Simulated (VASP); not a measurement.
YTaI6: single point with PBE

YTaI6:

```
Y Ta I
1.0
     5.81280    0.00000    0.00000
     0.00000    5.81280    0.00000
     0.00000    0.00000   11.64576
Y Ta I
1 1 6
Cartesian
  0.0000 0.0000 0.0000
  0.0000 0.0000 5.8229
  2.9064 0.0000 0.0000
  0.0000 2.9064 0.0000
  0.0000 0.0000 3.0314
  2.9064 0.0000 5.8229
  0.0000 2.9064 5.8229
  0.0000 0.0000 8.6144
```

```yaml
Program: VASP 6.6.1
Task: single point
Functional: PBE
Potentials_or_basis: VASP PAW PBE potentials, release 64 (Y_sv, Ta_pv, I)
Cutoff: 520 eV
k_mesh: 6 × 6 × 4
Occupations: gaussian, width 0.1 eV
Spin: no spin polarisation
```

```
Pressure               : 0.0 GPa
Band gap on the k mesh : zero (band 32 reaches 2.68 eV, above the bottom of band 33 at 1.72 eV)
```

Levels at points of the mesh, in eV from the Fermi level:
| k point | band 29 | band 30 | band 31 | band 32 | band 33 | band 34 | band 35 | band 36 |
| --- | --- | --- | --- | --- | --- | --- | --- | --- |
| (0.00, 0.00, 0.00) | -2.15 | -2.13 | -2.13 | -0.87 | -0.37 | -0.37 | 0.03 | 0.08 |
| (0.50, 0.00, 0.00) | -2.25 | -2.21 | -1.58 | -0.35 | 0.06 | 0.41 | 0.59 | 1.10 |
| (0.50, 0.50, 0.00) | -1.61 | -1.57 | -1.57 | 0.60 | 0.60 | 0.75 | 1.09 | 2.26 |
| (0.00, 0.00, 0.50) | -2.25 | -2.24 | -2.24 | -0.87 | -0.01 | -0.01 | 0.03 | 0.08 |
| (0.50, 0.00, 0.50) | -2.55 | -2.09 | -1.87 | -0.01 | 0.06 | 0.41 | 0.54 | 1.08 |
| (0.50, 0.50, 0.50) | -1.89 | -1.62 | -1.61 | 0.55 | 0.55 | 0.75 | 2.12 | 2.12 |

Run time: 5.3 min on 1 thread of Intel(R) Xeon(R) 6975P-C (Granite Rapids), on a shared host, peak memory 0.79 GiB.

Caveat: spin-orbit coupling is left out, which moves the levels of the heavy elements.
